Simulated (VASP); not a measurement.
# Ge in VASP: relaxation of the atoms with PBEsol

Aim: the relaxation of the atoms of Ge with PBEsol.

Program: VASP 6.6.1. These are calculated values, not measurements. Logs are shortened: lines on timing, memory, paths and dates and some standing lists are left out, and cuts for length are marked.

## Step 1: The cell of the first run

The cell holds a slab with vacuum, 6 atoms: a = 4.013 Å, b = 4.013 Å, c = 24.373 Å, α = 90.00°, β = 90.00°, γ = 120.00°.

## Step 2: Relaxation of the atoms, PBEsol

INCAR

```
SYSTEM = Ge
PREC = Accurate
ENCUT = 520
EDIFF = 1E-6
ISMEAR = 0
SIGMA = 0.1
LREAL = .FALSE.
LASPH = .TRUE.
NELM = 100
ALGO = Normal
ISIF = 2
LWAVE = .FALSE.
LCHARG = .FALSE.
LDIPOL = .TRUE.
IDIPOL = 3
DIPOL = 0.5 0.5 0.500
GGA = PS
IBRION = 2
NSW = 90
EDIFFG = -0.03
KPAR = 2
```

KPOINTS

```
regular mesh
0
G
  9 9 1
  0 0 0
```

POSCAR

```
Ge
1.0
    4.0133694115      0.0000000000      0.0000000000
   -2.0066847058      3.4756798652      0.0000000000
    0.0000000000      0.0000000000     24.3730304057
Ge
6
Selective dynamics
Direct
    0.3333333333      0.6666666667      0.3487461288  F F F
    0.0000000000      0.0000000000      0.3823581001  F F F
    0.0000000000      0.0000000000      0.4831940143  F F F
    0.6666666667      0.3333333333      0.5168059857  T T T
    0.6666666667      0.3333333333      0.6176418999  T T T
    0.3333333333      0.6666666667      0.6512538712  T T T
```

Potentials or basis: VASP PAW PBE potentials, release 64 (Ge_d).

Command:

```sh
cat potpaw_PBE.64/Ge_d/POTCAR > POTCAR
mpirun -np 2 vasp_std > vasp.out
```

OUTCAR:

```text
SYSTEM = Ge
   PREC = Accurate
   ENCUT = 520
   EDIFF = 1E-6
   ISMEAR = 0
   LREAL = .FALSE.
   LASPH = .TRUE.
   NELM = 100
   ISIF = 2
   GGA = PS
   IBRION = 2
   NSW = 90
   EDIFFG = -0.03

 ion  position               nearest neighbor table
   1  0.333  0.667  0.349-   2 2.46   2 2.46   2 2.46
   2  0.000  0.000  0.382-   1 2.46   1 2.46   1 2.46   3 2.46
   3  0.000  0.000  0.483-   4 2.46   4 2.46   4 2.46   2 2.46
   4  0.667  0.333  0.517-   3 2.46   3 2.46   3 2.46   5 2.46
   5  0.667  0.333  0.618-   6 2.46   6 2.46   6 2.46   4 2.46
   6  0.333  0.667  0.651-   5 2.46   5 2.46   5 2.46

  LATTYP: Found a hexagonal cell.
 ALAT       =     4.0133694115
 C/A-ratio  =     6.0729596274

  Lattice vectors:

 A1 = (   4.0133694115,   0.0000000000,   0.0000000000)
 A2 = (  -2.0066847058,   3.4756798652,   0.0000000000)
 A3 = (   0.0000000000,   0.0000000000,  24.3730304057)

Analysis of symmetry for initial positions (statically):
=====================================================================
 Subroutine PRICEL returns:
 Original cell was already a primitive cell.

 Routine SETGRP: Setting up the symmetry group for a
 hexagonal supercell.

 Subroutine GETGRP returns: Found 12 space group operations
 (whereof  6 operations were pure point group operations)
 out of a pool of 24 trial point group operations.

The static configuration has the point symmetry C_3v.
 The point group associated with its full space group is D_3d.

Analysis of symmetry for dynamics (positions and initial velocities):
=====================================================================
 Subroutine PRICEL returns:
 Original cell was already a primitive cell.

 Routine SETGRP: Setting up the symmetry group for a
 hexagonal supercell.

 Subroutine GETGRP returns: Found 12 space group operations
 (whereof  6 operations were pure point group operations)
 out of a pool of 24 trial point group operations.

The dynamic configuration has the point symmetry C_3v.
 The point group associated with its full space group is D_3d.

Analysis of constrained symmetry for selective dynamics:
=====================================================================
 Subroutine PRICEL returns:
 Original cell was already a primitive cell.

 Routine SETGRP: Setting up the symmetry group for a
 hexagonal supercell.

 Subroutine GETGRP returns: Found  6 space group operations
 (whereof  6 operations were pure point group operations)
 out of a pool of 24 trial point group operations.

The constrained configuration has the point symmetry C_3v.

 Subroutine INISYM returns: Found  6 space group operations
 (whereof  6 operations are pure point group operations),
 and found     1 'primitive' translations

----------------------------------------------------------------------------------------

                                     Primitive cell

  volume of cell :     339.9840

  direct lattice vectors                    reciprocal lattice vectors
     4.013369412  0.000000000  0.000000000     0.249167195  0.143856747  0.000000000
    -2.006684706  3.475679865  0.000000000     0.000000000  0.287713495  0.000000000
     0.000000000  0.000000000 24.373030406     0.000000000  0.000000000  0.041028956

  length of vectors
     4.013369412  4.013369412 24.373030406     0.287713495  0.287713495  0.041028956

  position of ions in fractional coordinates (direct lattice)
     0.333333333  0.666666667  0.348746129
     0.000000000  0.000000000  0.382358100
     0.000000000  0.000000000  0.483194014
     0.666666667  0.333333333  0.516805986
     0.666666667  0.333333333  0.617641900
     0.333333333  0.666666667  0.651253871

  ion indices of the primitive-cell ions
   primitive index   ion index
                 1           1
                 2           2
                 3           3
[... 38 lines left out ...]
  0.222222  0.111111  0.000000     12.000000
  0.333333  0.111111  0.000000     12.000000
  0.444444  0.111111  0.000000      6.000000
  0.222222  0.222222  0.000000      6.000000
  0.333333  0.222222  0.000000     12.000000
  0.333333  0.333333  0.000000      2.000000
   k-points           NKPTS =     12   k-points in BZ     NKDIM =     12   number of bands    NBANDS=     50
   number of dos      NEDOS =    301   number of ions     NIONS =      6
   total plane-waves  NPLWV = 172800
   dimension x,y,z NGX =    30 NGY =   30 NGZ =  192
   dimension x,y,z NGXF=    60 NGYF=   60 NGZF=  384
   ions per type =               6
   NGX,Y,Z   is equivalent  to a cutoff of  12.43, 12.43, 13.10 a.u.
   NGXF,Y,Z  is equivalent  to a cutoff of  24.85, 24.85, 26.19 a.u.
 SYSTEM =  Ge
   PREC   = accura    normal or accurate (medium, high low for compatibility)
   ISTART =      0    job   : 0-new  1-cont  2-samecut
   ICHARG =      2    charge: 1-file 2-atom 10-const
   ISPIN  =      1    spin polarized calculation?
   LNONCOLLINEAR =      F non collinear calculations
   LSORBIT =      F    spin-orbit coupling
   LASPH  =      T    aspherical Exc in radial PAW
   ENCUT  =  520.0 eV  38.22 Ry    6.18 a.u.   7.46  7.46 45.32*2*pi/ulx,y,z
   NELM   =    100;   NELMIN=  2; NELMDL= -5     # of ELM steps
   EDIFF  = 0.1E-05   stopping-criterion for ELM
   LREAL  =      F    real-space projection
   EDIFFG = -.3E-01   stopping-criterion for IOM
   NSW    =     90    number of steps for IOM
   IBRION =      2    ionic relax: 0-MD 1-quasi-New 2-CG
   NFREE  =      1    steps in history (QN), initial steepest desc. (CG)
   ISIF   =      2    stress and relaxation
   ISYM   =      2    0-nonsym 1-usesym 2-fastsym
   POTIM  = 0.5000    time-step for ionic-motion
   TEBEG  =    0.0;   TEEND  =   0.0 temperature during run
   PSTRESS=    0.0 pullay stress
   NELECT =      84.0000    total number of electrons
   NUPDOWN=      -1.0000    fix difference up-down
   EMIN   =  10.00;   EMAX   =-10.00  energy-range for DOS
   EFERMI =   0.00;   METHOD = LEGACY
   ISMEAR =     0;   SIGMA  =   0.10  broadening in eV -4-tet -1-fermi 0-gaus
   EFERMI_NEDOS =   21; number of points for ismear=-14 and -15
   IALGO  =     38    algorithm
   IMIX   =      4    mixing-type and parameters
     AMIX     =   0.40;   BMIX     =  1.00
     AMIX_MAG =   1.60;   BMIX_MAG =  1.00
  volume/ion in A,a.u.               =      56.66       382.39
  Fermi-wavevector in a.u.,A,eV,Ry     =   1.027263  1.941246 14.357819  1.055270
  Thomas-Fermi vector in A             =   2.161199
   LORBIT       =      0    0 simple, 1 ext, 2 COOP (PROOUT), +10 PAW based schemes
   GGA     = PS    functional components
   LHFCALC =     F    Hartree Fock is set to
   AEXX    =    0.0000 exact exchange contribution
   IVDW    =     0    specifies the selected vdW correction
   LEPSILON=     F    determine dielectric tensor
   LRPA    =     F    only Hartree local field effects (RPA)
 conjugate gradient relaxation of ions
 non-spin polarized calculation
 Gauss-broadening in eV      SIGMA  =   0.10
  energy-cutoff  :      520.00
  volume of cell :      339.98
 maximum number of plane-waves:      9205
 NGX is ok and might be reduce to    30
   NGX = 15   NGY = 15   NGZ = 91

--------------------------------------- Ionic step        1  -------------------------------------------

 number of electron      84.0000055 magnetization

 Free energy of the ion-electron system (eV)
  ---------------------------------------------------
  ext. energy  EPLUGINS =         0.00000000
  ---------------------------------------------------
  free energy    TOTEN  =       -27.62293173 eV

  energy without entropy =      -27.60225910  energy(sigma->0) =      -27.61259541

------------------------ aborting loop because EDIFF is reached ----------------------------------------

  FORCE on cell =-STRESS in cart. coord.  units (eV):
  Direction    XX          YY          ZZ          XY          YZ          ZX
  --------------------------------------------------------------------------------------
  -------------------------------------------------------------------------------------
  Total       -0.6069232     -0.6069232      1.6153162      0.0000000      0.0000000      0.0000000
  in kB       -2.8601307     -2.8601307      7.6121915      0.0000000      0.0000000      0.0000000
  external PRESSURE =       0.6306434 kB  Pullay stress =       0.0000000 kB
[... 101 lines left out ...]
  FREE ENERGIE OF THE ION-ELECTRON SYSTEM (eV)
  ---------------------------------------------------
  free  energy   TOTEN  =       -27.6358224786 eV

  energy  without entropy=      -27.6178017568  energy(sigma->0) =      -27.62681212

 vacuum level on the upper side and lower side of the slab       (xc-potential included)        -0.054        -0.050

[... ionic steps 4 to 7 ...]

--------------------------------------- Ionic step        8  -------------------------------------------

 number of electron      84.0000055 magnetization

------------------------ aborting loop because EDIFF is reached ----------------------------------------
[... 69 lines left out ...]
  FREE ENERGIE OF THE ION-ELECTRON SYSTEM (eV)
  ---------------------------------------------------
  free  energy   TOTEN  =       -27.6373350370 eV

  energy  without entropy=      -27.6188611503  energy(sigma->0) =      -27.62809809

 dipolmoment           0.000000      0.000000      0.002817 electrons x Angstroem

--------------------------------------- Ionic step       10  -------------------------------------------

 number of electron      84.0000055 magnetization

 dipolmoment           0.000000      0.000000     -0.004379 electrons x Angstroem

 Free energy of the ion-electron system (eV)
  ---------------------------------------------------
  ext. energy  EPLUGINS =         0.00000000
  ---------------------------------------------------
  free energy    TOTEN  =       -27.63761787 eV

  energy without entropy =      -27.61896868  energy(sigma->0) =      -27.62829328

 E-fermi :  -1.0464     XC(G=0):  -4.6545

 val. band max:       -1.0741017153   @ k =   0.2222   0.2222   0.0000
 cond. band min:      -1.0099501628   @ k =   0.3333   0.2222   0.0000
 fundamental gap:      0.0641515524
 Fermi energy:        -1.0463633219

 k-point     1 :       0.0000    0.0000    0.0000
  band No.  band energies     occupation
      1     -25.5338      2.00000
      2     -25.5338      2.00000
      3     -25.4973      2.00000
      4     -25.4838      2.00000
      5     -25.4723      2.00000
      6     -25.4723      2.00000
[... 625 lines left out ...]
     49       5.1409      0.00000
     50       5.1905      0.00000

------------------------ aborting loop because EDIFF is reached ----------------------------------------

 vacuum level on the upper side and lower side of the slab       (xc-potential included)        -0.107         0.023

  FORCE on cell =-STRESS in cart. coord.  units (eV):
  Direction    XX          YY          ZZ          XY          YZ          ZX
  --------------------------------------------------------------------------------------
  -------------------------------------------------------------------------------------
  Total       -0.4137440     -0.4137440      0.9584386      0.0000000      0.0000000     -0.0000000
  in kB       -1.9497723     -1.9497723      4.5166499      0.0000000      0.0000000     -0.0000000
  external PRESSURE =       0.2057018 kB  Pullay stress =       0.0000000 kB
[... 21 lines left out ...]
  FREE ENERGIE OF THE ION-ELECTRON SYSTEM (eV)
  ---------------------------------------------------
  free  energy   TOTEN  =       -27.6376178730 eV

  energy  without entropy=      -27.6189686804  energy(sigma->0) =      -27.62829328

 reached required accuracy - stopping structural energy minimisation

 vacuum level on the upper side and lower side of the slab         3.560         3.694
```

Run time: 14 min. Hardware: 2 MPI ranks of Intel Xeon Platinum 8259CL at 2.50GHz (Skylake/Cascade Lake), shared host; peak memory 0.51 GiB.

Results:

* Free energy: -27.6376 eV
* Energy gained by relaxing: 2.4 meV/atom
* Ionic steps: 10
* Band gap on the k mesh: zero (bands 42 and 43 overlap by 0.12 eV)

The path:
```csv
step,energy change (eV),largest force on free atoms (eV/Å),pressure (GPa)
1,0.0000,0.4525,0.06
2,-0.0104,0.2196,0.06
3,-0.0129,0.0563,0.07
4,-0.0129,0.0650,0.08
5,-0.0132,0.0462,0.07
6,-0.0138,0.0544,0.06
7,-0.0138,0.0631,0.05
8,-0.0142,0.0453,0.06
9,-0.0144,0.0327,0.04
10,-0.0147,0.0115,0.02
```

Final structure:
```cif
data_structure
_symmetry_space_group_name_H-M 'P 1'
_symmetry_Int_Tables_number 1
_cell_length_a 4.0134
_cell_length_b 4.0134
_cell_length_c 24.3730
_cell_angle_alpha 90.000
_cell_angle_beta 90.000
_cell_angle_gamma 120.000
_cell_volume 339.98
loop_
_atom_site_label
_atom_site_type_symbol
_atom_site_fract_x
_atom_site_fract_y
_atom_site_fract_z
_atom_site_occupancy
Ge1 Ge 0.33333 0.66667 0.34875 1
Ge2 Ge 0.00000 0.00000 0.38236 1
Ge3 Ge 0.00000 0.00000 0.48319 1
Ge4 Ge 0.66667 0.33333 0.51668 1
Ge5 Ge 0.66667 0.33333 0.62038 1
Ge6 Ge 0.33333 0.66667 0.65208 1
```

Caveat: the PAW data sets were made with another functional, which shifts forces and pressure a little.

The gap in the log of VASP goes by the Fermi energy; the results here count the filled bands.